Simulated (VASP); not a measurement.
# CdTe (F-43m) in VASP: single point with HSE06

Aim: the single point of CdTe with HSE06.

All numbers are computed with VASP 6.6.1; they aren't measurements. Logs are shortened: lines on timing, memory, paths and dates and some standing lists are left out, and cuts for length are marked.

## Step 1: The cell of the first run

It takes space group F-43m (No. 216, cubic). The conventional cell has a = 6.619 Å, b = 6.619 Å, c = 6.619 Å, α = 90.00°, β = 90.00°, γ = 90.00°. Cd (site symmetry -43m) has 4 Te at 2.87 Å within 3.8 Å. Te (site symmetry -43m) has 4 Cd at 2.87 Å within 3.8 Å.

## Step 2: Single point, HSE06, non-collinear spin, zero start, spin-orbit coupling

The input, POSCAR:

```
CdTe
1.0
    0.0000000000      3.3095031359      3.3095031359
    3.3095031359      0.0000000000      3.3095031359
    3.3095031359      3.3095031359      0.0000000000
Cd Te
1 1
Direct
    0.0000000000      0.0000000000      0.0000000000
    0.2500000000      0.2500000000      0.2500000000
```

The input, INCAR.step1:

```
PREC = Accurate
ENCUT = 400
EDIFF = 1E-5
ISMEAR = 0
SIGMA = 0.01
LREAL = False
LASPH = True
NELM = 200
ALGO = Normal
ISIF = 2
LWAVE = True
LCHARG = False
MAGMOM = 0 0 0 0 0 0
LORBIT = 11
LSORBIT = True
GGA_COMPAT = False
LORBMOM = True
NBANDS = 30
GGA = PE
```

The input, INCAR.step2:

```
PREC = Accurate
ENCUT = 400
EDIFF = 1E-6
ISMEAR = 0
SIGMA = 0.01
LREAL = False
LASPH = True
NELM = 200
ALGO = Normal
ISIF = 2
LWAVE = False
LCHARG = False
MAGMOM = 0 0 0 0 0 0
LORBIT = 11
LSORBIT = True
GGA_COMPAT = False
LORBMOM = True
GGA = PE
LHFCALC = True
HFSCREEN = 0.2079
PRECFOCK = Normal
NBANDS = 30
ISTART = 1
```

The input, KPOINTS:

```
Automatic mesh
0
Gamma
  4 4 4
```

Potentials or basis: VASP PAW PBE potentials, release 64 (Cd, Te).

On the command line:

```
$ cat potpaw_PBE.64/Cd/POTCAR potpaw_PBE.64/Te/POTCAR > POTCAR
$ cp INCAR.step1 INCAR
$ mpirun -np 1 vasp_ncl > vasp.out
$ cp INCAR.step2 INCAR
$ mpirun -np 1 vasp_ncl > vasp.out
```

OUTCAR:

```text
PREC = Accurate
   ENCUT = 400
   EDIFF = 1E-6
   ISMEAR = 0
   LREAL = False
   LASPH = True
   NELM = 200
   ISIF = 2
   LORBIT = 11
   LSORBIT = True
   GGA = PE
   LHFCALC = True
   HFSCREEN = 0.2079
   PRECFOCK = Normal
   ISTART = 1

 ion  position               nearest neighbor table
   1  0.000  0.000  0.000-   2 2.87   2 2.87   2 2.87   2 2.87
   2  0.250  0.250  0.250-   1 2.87   1 2.87   1 2.87   1 2.87

  LATTYP: Found a face centered cubic cell.
 ALAT       =     6.6190062718

  Lattice vectors:

 A1 = (   0.0000000000,   3.3095031359,   3.3095031359)
 A2 = (   3.3095031359,   0.0000000000,   3.3095031359)
 A3 = (   3.3095031359,   3.3095031359,   0.0000000000)

Analysis of symmetry for initial positions (statically):
=====================================================================
 Subroutine PRICEL returns:
 Original cell was already a primitive cell.

 Routine SETGRP: Setting up the symmetry group for a
 face centered cubic supercell.

 Subroutine GETGRP returns: Found 24 space group operations
 (whereof 24 operations were pure point group operations)
 out of a pool of 48 trial point group operations.

The static configuration has the point symmetry T_d .

Analysis of symmetry for dynamics (positions and initial velocities):
=====================================================================
 Subroutine PRICEL returns:
 Original cell was already a primitive cell.

 Routine SETGRP: Setting up the symmetry group for a
 face centered cubic supercell.

 Subroutine GETGRP returns: Found 24 space group operations
 (whereof 24 operations were pure point group operations)
 out of a pool of 48 trial point group operations.

The dynamic configuration has the point symmetry T_d .

Analysis of structural, dynamic, and magnetic symmetry:
=====================================================================
 Subroutine PRICEL returns:
 Original cell was already a primitive cell.

 Routine SETGRP: Setting up the symmetry group for a
 face centered cubic supercell.

 Subroutine GETGRP returns: Found 24 space group operations
 (whereof 24 operations were pure point group operations)
 out of a pool of 48 trial point group operations.

The overall configuration has the point symmetry T_d .

 Subroutine INISYM returns: Found 24 space group operations
 (whereof 24 operations are pure point group operations),
 and found     1 'primitive' translations

----------------------------------------------------------------------------------------

                                     Primitive cell

  volume of cell :      72.4967

  direct lattice vectors                    reciprocal lattice vectors
     0.000000000  3.309503136  3.309503136    -0.151080080  0.151080080  0.151080080
     3.309503136  0.000000000  3.309503136     0.151080080 -0.151080080  0.151080080
     3.309503136  3.309503136  0.000000000     0.151080080  0.151080080 -0.151080080

  length of vectors
     4.680344220  4.680344220  4.680344220     0.261678375  0.261678375  0.261678375

  position of ions in fractional coordinates (direct lattice)
     0.000000000  0.000000000  0.000000000
     0.250000000  0.250000000  0.250000000

  ion indices of the primitive-cell ions
   primitive index   ion index
                 1           1
                 2           2

----------------------------------------------------------------------------------------

 KPOINTS: Automatic mesh

Automatic generation of k-mesh.
 Grid dimensions read from file:
 generate k-points for:    4    4    4

 Generating k-lattice:

  Cartesian coordinates                     Fractional coordinates (reciprocal lattice)
    -0.037770020  0.037770020  0.037770020     0.250000000  0.000000000  0.000000000
     0.037770020 -0.037770020  0.037770020     0.000000000  0.250000000  0.000000000
     0.037770020  0.037770020 -0.037770020     0.000000000  0.000000000  0.250000000

  Length of vectors
     0.065419594  0.065419594  0.065419594

[... 85 lines left out ...]

 number of electron      17.9999995 magnetization      -0.0000000      0.0000000      0.0000000

 Free energy of the ion-electron system (eV)
  ---------------------------------------------------
  ext. energy  EPLUGINS =         0.00000000
  ---------------------------------------------------
  free energy    TOTEN  =        -6.10545629 eV

  energy without entropy =       -6.10545629  energy(sigma->0) =       -6.10545629

 E-fermi :   1.7003     XC(G=0):  -6.9409

 val. band max:        1.5840577484   @ k =   0.0000   0.0000   0.0000
 cond. band min:       2.6564534121   @ k =   0.0000   0.0000   0.0000
 fundamental gap:      1.0723956637
 Fermi energy:         1.7002616844

 k-point     1 :       0.0000    0.0000    0.0000
  band No.  band energies     occupation
      1     -10.4547      1.00000
      2     -10.4547      1.00000
      3      -8.4734      1.00000
      4      -8.4734      1.00000
      5      -8.4734      1.00000
      6      -8.4734      1.00000
[... 319 lines left out ...]
     29      13.2106      0.00000
     30      13.3106      0.00000

------------------------ aborting loop because EDIFF is reached ----------------------------------------

  FORCE on cell =-STRESS in cart. coord.  units (eV):
  Direction    XX          YY          ZZ          XY          YZ          ZX
  --------------------------------------------------------------------------------------
  -------------------------------------------------------------------------------------
  Total       -0.4863914     -0.4863914     -0.4863914     -0.0000000      0.0000000     -0.0000000
  in kB      -10.7492479    -10.7492479    -10.7492479     -0.0000000      0.0000000     -0.0000000
  external PRESSURE =     -10.7492479 kB  Pullay stress =       0.0000000 kB

 VOLUME and BASIS-vectors are now :
 -----------------------------------------------------------------------------
  energy-cutoff  :      400.00
  volume of cell :       72.50
      direct lattice vectors                 reciprocal lattice vectors
     0.000000000  3.309503136  3.309503136    -0.151080080  0.151080080  0.151080080
     3.309503136  0.000000000  3.309503136     0.151080080 -0.151080080  0.151080080
     3.309503136  3.309503136  0.000000000     0.151080080  0.151080080 -0.151080080

 POSITION                                       TOTAL-FORCE (eV/Angst)
 -----------------------------------------------------------------------------------
      0.00000      0.00000      0.00000         0.000000      0.000000      0.000000
      1.65475      1.65475      1.65475        -0.000000     -0.000000     -0.000000
 -----------------------------------------------------------------------------------
    total drift:                               -0.000000     -0.000001      0.000000

  FREE ENERGIE OF THE ION-ELECTRON SYSTEM (eV)
  ---------------------------------------------------
  free  energy   TOTEN  =        -6.1054562875 eV

  energy  without entropy=       -6.1054562875  energy(sigma->0) =       -6.10545629

 orbital moment (x)

 # of ion     p       d       tot
 ----------------------------------------
  1        -0.000   0.000   0.000
  2        -0.000   0.000  -0.000
 ----------------------------------------
           -0.000   0.000  -0.000

 orbital moment (y)

 # of ion     p       d       tot
 ----------------------------------------
  1        -0.000   0.000  -0.000
  2        -0.000   0.000  -0.000
 ----------------------------------------
           -0.000   0.000  -0.000

 orbital moment (z)

 # of ion     p       d       tot
 ----------------------------------------
  1        -0.000   0.000   0.000
  2        -0.000   0.000  -0.000
 ----------------------------------------
           -0.000   0.000  -0.000

 Spin-Orbit-Coupling matrix elements

 Ion:    1  E_soc:     -0.0558223
 l=   1
     0.0000000    -0.0025441    -0.0025441
    -0.0025441     0.0000000    -0.0025441
    -0.0025441    -0.0025441     0.0000000
 l=   2
     0.0000000    -0.0013736     0.0000000    -0.0013736    -0.0053860
    -0.0013736     0.0000000    -0.0040395    -0.0013736    -0.0013465
     0.0000000    -0.0040395     0.0000000    -0.0040395     0.0000000
    -0.0013736    -0.0013736    -0.0040395     0.0000000    -0.0013465
    -0.0053860    -0.0013465     0.0000000    -0.0013465     0.0000000
 l=   3
     0.0000000     0.0000000     0.0000000     0.0000000     0.0000000     0.0000000     0.0000000
     0.0000000     0.0000000     0.0000000     0.0000000     0.0000000     0.0000000     0.0000000
     0.0000000     0.0000000     0.0000000     0.0000000     0.0000000     0.0000000     0.0000000
     0.0000000     0.0000000     0.0000000     0.0000000     0.0000000     0.0000000     0.0000000
     0.0000000     0.0000000     0.0000000     0.0000000     0.0000000     0.0000000     0.0000000
     0.0000000     0.0000000     0.0000000     0.0000000     0.0000000     0.0000000     0.0000000
     0.0000000     0.0000000     0.0000000     0.0000000     0.0000000     0.0000000     0.0000000

 Ion:    2  E_soc:     -0.1826457
 l=   1
     0.0000000    -0.0303824    -0.0303824
    -0.0303824     0.0000000    -0.0303824
    -0.0303824    -0.0303824     0.0000000
 l=   2
     0.0000000    -0.0000289     0.0000000    -0.0000289    -0.0000296
    -0.0000289     0.0000000    -0.0000222    -0.0000289    -0.0000074
     0.0000000    -0.0000222     0.0000000    -0.0000222     0.0000000
    -0.0000289    -0.0000289    -0.0000222     0.0000000    -0.0000074
    -0.0000296    -0.0000074     0.0000000    -0.0000074     0.0000000
 l=   3
     0.0000000     0.0000000     0.0000000     0.0000000     0.0000000     0.0000000     0.0000000
     0.0000000     0.0000000     0.0000000     0.0000000     0.0000000     0.0000000     0.0000000
     0.0000000     0.0000000     0.0000000     0.0000000     0.0000000     0.0000000     0.0000000
     0.0000000     0.0000000     0.0000000     0.0000000     0.0000000     0.0000000     0.0000000
     0.0000000     0.0000000     0.0000000     0.0000000     0.0000000     0.0000000     0.0000000
     0.0000000     0.0000000     0.0000000     0.0000000     0.0000000     0.0000000     0.0000000
     0.0000000     0.0000000     0.0000000     0.0000000     0.0000000     0.0000000     0.0000000

 total charge

# of ion       s       p       d       tot
------------------------------------------
    1        0.427   0.280   9.574  10.281
    2        1.306   2.209   0.016   3.531
--------------------------------------------------
tot          1.733   2.489   9.591  13.813

 magnetization (x)

# of ion       s       p       d       tot
------------------------------------------
    1        0.000   0.000   0.000   0.000
    2       -0.000   0.000  -0.000  -0.000
--------------------------------------------------
tot          0.000   0.000   0.000   0.000

 magnetization (y)

# of ion       s       p       d       tot
------------------------------------------
    1        0.000   0.000  -0.000   0.000
    2       -0.000   0.000   0.000  -0.000
--------------------------------------------------
tot          0.000   0.000  -0.000   0.000

 magnetization (z)

# of ion       s       p       d       tot
------------------------------------------
    1       -0.000   0.000  -0.000  -0.000
    2        0.000   0.000  -0.000   0.000
--------------------------------------------------
tot         -0.000   0.000  -0.000  -0.000
```

Wall time 1.5 h (1 thread of AMD EPYC 7R13, shared host); peak memory 0.43 GiB.

Results:

- Free energy: -6.1055 eV
- Pressure: -1.1 GPa
- Net moment: 0.00 μB per cell
- Valence electrons inside the program's atomic spheres: Cd 10.28; Te 3.53

Moments on the atoms (μB; x, y, z):
```
Cd  0.00 0.00 0.00
Te  0.00 0.00 0.00
```

Caveat: the k points lie up to 0.41 Å⁻¹ apart; the PAW data sets were made with another functional, which shifts forces and pressure a little.
